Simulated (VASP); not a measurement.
# Cs (Fd-3m) in VASP: a series of runs, part 2 of 2

VASP 6.6.1.

## Step 4: Single point, PBE

This run uses another cell than the first one, of 192.68 Å³/atom, 1.020 times its volume.

The input, INCAR:

```
PREC = Accurate ; ENCUT = 520
EDIFF = 1E-7 ; ISMEAR = -1
SIGMA = 0.06122561905347299 ; LREAL = False
LASPH = True ; NELM = 100
ALGO = Normal ; ISIF = 2
LWAVE = False ; LCHARG = True
GGA = PE ; LELF = True
LVHAR = True ; NBANDS = 16
```

The input, KPOINTS:

```
regular mesh
0
Gamma
  9 9 9
```

The input, POSCAR:

```
Cs
1.0
    0.0000000000      5.7758122866      5.7758122866
    5.7758122866      0.0000000000      5.7758122866
    5.7758122866      5.7758122866      0.0000000000
Cs
2
Direct
    0.0000000000      0.0000000000      0.0000000000
    0.2500000000      0.2500000000      0.2500000000
```

Potentials or basis: VASP PAW PBE potentials, release 64 (Cs_sv).

Command:

```bash
$ cat potpaw_PBE.64/Cs_sv/POTCAR > POTCAR
$ mpirun -np 1 vasp_std > vasp.out
```

OUTCAR:

```text
PREC = Accurate
   ENCUT = 520
   EDIFF = 1E-7
   ISMEAR = -1
   LREAL = False
   LASPH = True
   NELM = 100
   ISIF = 2
   GGA = PE

 ion  position               nearest neighbor table
   1  0.000  0.000  0.000-
   2  0.250  0.250  0.250-

  LATTYP: Found a face centered cubic cell.
 ALAT       =    11.5516245732

  Lattice vectors:

 A1 = (   0.0000000000,   5.7758122866,   5.7758122866)
 A2 = (   5.7758122866,   0.0000000000,   5.7758122866)
[... 190 lines left out ...]
      4     -11.6244      2.00000
      5     -11.6244      2.00000
      6     -11.5408      2.00000
[... 433 lines left out ...]
      3     -11.6406      2.00000
      4     -11.6406      2.00000
      5     -11.5908      2.00000
      6     -11.5764      2.00000
[... 8 lines left out ...]
     15       1.3204      0.00000
     16       1.3204      0.00000

 [... further k-points ...]
[... 5 lines left out ...]
  --------------------------------------------------------------------------------------
  -------------------------------------------------------------------------------------
  Total       -0.0432951     -0.0432951     -0.0432951      0.0000000      0.0000000      0.0000000
  in kB       -0.1800031     -0.1800031     -0.1800031      0.0000000      0.0000000      0.0000000
  external PRESSURE =      -0.1800031 kB  Pullay stress =       0.0000000 kB

 VOLUME and BASIS-vectors are now :
 -----------------------------------------------------------------------------
  energy-cutoff  :      520.00
  volume of cell :      385.36
      direct lattice vectors                 reciprocal lattice vectors
     0.000000000  5.775812287  5.775812287    -0.086567910  0.086567910  0.086567910
     5.775812287  0.000000000  5.775812287     0.086567910 -0.086567910  0.086567910
     5.775812287  5.775812287  0.000000000     0.086567910  0.086567910 -0.086567910

 POSITION                                       TOTAL-FORCE (eV/Angst)
 -----------------------------------------------------------------------------------
      0.00000      0.00000      0.00000         0.000000      0.000000      0.000000
      2.88791      2.88791      2.88791        -0.000000     -0.000000     -0.000000
 -----------------------------------------------------------------------------------
    total drift:                               -0.000000     -0.000000     -0.000000

  FREE ENERGIE OF THE ION-ELECTRON SYSTEM (eV)
  ---------------------------------------------------
  free  energy   TOTEN  =        -1.2075065562 eV

  energy  without entropy=       -1.1876896201  energy(sigma->0) =       -1.19759809
```

OSZICAR:

```text
N       E                     dE             d eps       ncg     rms          rms(c)
DAV:   1     0.138956510962E+03    0.13896E+03   -0.51197E+03  1120   0.758E+02
DAV:   2     0.224592858436E+02   -0.11650E+03   -0.11191E+03  1832   0.137E+02
DAV:   3    -0.462720859618E+00   -0.22922E+02   -0.22866E+02  1456   0.625E+01
DAV:   4    -0.119869252244E+01   -0.73597E+00   -0.73584E+00  1568   0.133E+01
DAV:   5    -0.120479957534E+01   -0.61071E-02   -0.61068E-02  1480   0.125E+00    0.132E-01
DAV:   6    -0.120576755210E+01   -0.96798E-03   -0.25715E-03  1608   0.231E-01    0.884E-02
DAV:   7    -0.120720524255E+01   -0.14377E-02   -0.36171E-03  1504   0.228E-01    0.357E-02
DAV:   8    -0.120746779478E+01   -0.26255E-03   -0.39101E-04  1592   0.685E-02    0.114E-02
DAV:   9    -0.120749627561E+01   -0.28481E-04   -0.49360E-05  1528   0.265E-02    0.592E-03
DAV:  10    -0.120750410023E+01   -0.78246E-05   -0.18900E-05  1424   0.103E-02    0.211E-03
DAV:  11    -0.120750553069E+01   -0.14305E-05   -0.43474E-06  1568   0.660E-03    0.209E-03
DAV:  12    -0.120750653915E+01   -0.10085E-05   -0.41622E-07  1280   0.294E-03    0.400E-04
DAV:  13    -0.120750655619E+01   -0.17038E-07   -0.83243E-08  1288   0.130E-03
   1 F= -.12075066E+01 E0= -.11975981E+01  d E =-.198169E-01
```

stdout:

```text
POSCAR found type information on POSCAR Cs
 POSCAR found :  1 types and       2 ions
 scaLAPACK will be used
 LDA part: xc-table for (Slater+PW92), standard interpolation
 POSCAR, INCAR and KPOINTS ok, starting setup
 FFT: planning ... GRIDC
 FFT: planning ... GRID_SOFT
 FFT: planning ... GRID
 WAVECAR not read
 entering main loop
```

Run time: 2.2 min. Hardware: 1 thread of Intel Xeon 6975P-C (Granite Rapids), shared host; peak memory 0.66 GiB.

Results:

| Property | Result |
| --- | --- |
| Free energy | -1.2075 eV |
| Pressure | 0.0 GPa |
| Band gap on the k mesh | 0.03 eV, direct |

Caveat: spin-orbit coupling is left out, which moves the levels of the heavy elements.

## Step 5: Single point, PBE

This run uses another cell than the first one, of 196.46 Å³/atom, 1.040 times its volume.

The input, INCAR:

```
SYSTEM = Cs
PREC = Accurate
ENCUT = 520
EDIFF = 1E-6
ISMEAR = -1
SIGMA = 0.06122561905347299
LREAL = .False.
LASPH = .True.
NELM = 100
ALGO = Normal
ISIF = 2
LWAVE = .False.
LCHARG = .False.
GGA = PE
NBANDS = 16
```

The input, KPOINTS:

```
Automatic mesh
0
Gamma
  9 9 9
  0 0 0
```

The input, POSCAR:

```
Cs
1.0
    0.0000000000      5.8133186121      5.8133186121
    5.8133186121      0.0000000000      5.8133186121
    5.8133186121      5.8133186121      0.0000000000
Cs
2
Direct
    0.0000000000      0.0000000000      0.0000000000
    0.2500000000      0.2500000000      0.2500000000
```

Command:

```bash
$ cat potpaw_PBE.64/Cs_sv/POTCAR > POTCAR
$ mpirun -np 1 vasp_std > vasp.out
```

Run time: 2 min. Hardware: 1 thread of Intel Xeon 6975P-C (Granite Rapids), shared host; peak memory 0.64 GiB.

The run converged. Its results:

* Free energy: -1.2066 eV
* Pressure: 0.0 GPa
* Band gap on the k mesh: 0.03 eV, direct

Levels at points of the mesh, in eV from the valence-band top:
```
           k point  band 7  band 8  band 9  band 10  band 11  band 12
(0.00, 0.00, 0.00)  -11.07  -11.07   -1.22     1.35     1.35     1.35
```

Caveat: spin-orbit coupling is left out, which moves the levels of the heavy elements.

## Step 6: Single point, PBE

This run uses another cell than the first one, of 196.46 Å³/atom, 1.040 times its volume.

The input, INCAR:

```
PREC = Accurate
ENCUT = 520
EDIFF = 1E-6
ISMEAR = -1
SIGMA = 0.06122561905347299
LREAL = False
LASPH = True
NELM = 60
ALGO = Normal
ISIF = 2
LWAVE = False
LCHARG = False
GGA = PE
NBANDS = 16
```

The input, KPOINTS:

```
Automatic mesh
0
Gamma
  9 9 9
```

POSCAR is that of step 5.

Potentials or basis: VASP PAW PBE potentials, release 64 (Cs_sv).

Command:

```bash
$ cat potpaw_PBE.64/Cs_sv/POTCAR > POTCAR
$ mpirun -np 1 vasp_std > vasp.out
```

Run time: 1.9 min. Hardware: 1 thread of Intel Xeon 6975P-C (Granite Rapids), shared host; peak memory 0.64 GiB.

It converged, with:

```
Free energy            : -1.2066 eV
Pressure               : 0.0 GPa
Band gap on the k mesh : 0.03 eV, direct
```

Levels at points of the mesh, in eV from the valence-band top:
```csv
k point,band 7,band 8,band 9,band 10,band 11,band 12
"(0.00, 0.00, 0.00)",-11.07,-11.07,-1.22,1.35,1.35,1.35
```

Caveat: spin-orbit coupling is left out, which moves the levels of the heavy elements.

## Step 7: The runs side by side

```csv
cell,gap on the mesh (eV),pressure (GPa)
"a = 8.114 Å, angles 60.0°, 2 atoms",0.03,0.0
"a = 8.168 Å, angles 60.0°, 2 atoms",0.03,0.0
"a = 8.221 Å, angles 60.0°, 2 atoms",0.03,0.0
```

Alike in all rows: task single point; level PBE; potentials or basis VASP PAW PBE potentials, release 64 (Cs_sv); no spin polarisation; k mesh 9 × 9 × 9; cutoff (eV) 520; smearing fermi-dirac 0.0612256 eV.

Caveats: spin-orbit coupling is left out, which moves the levels of the heavy elements.

Absolute energies hang on the potentials; compare differences alone.
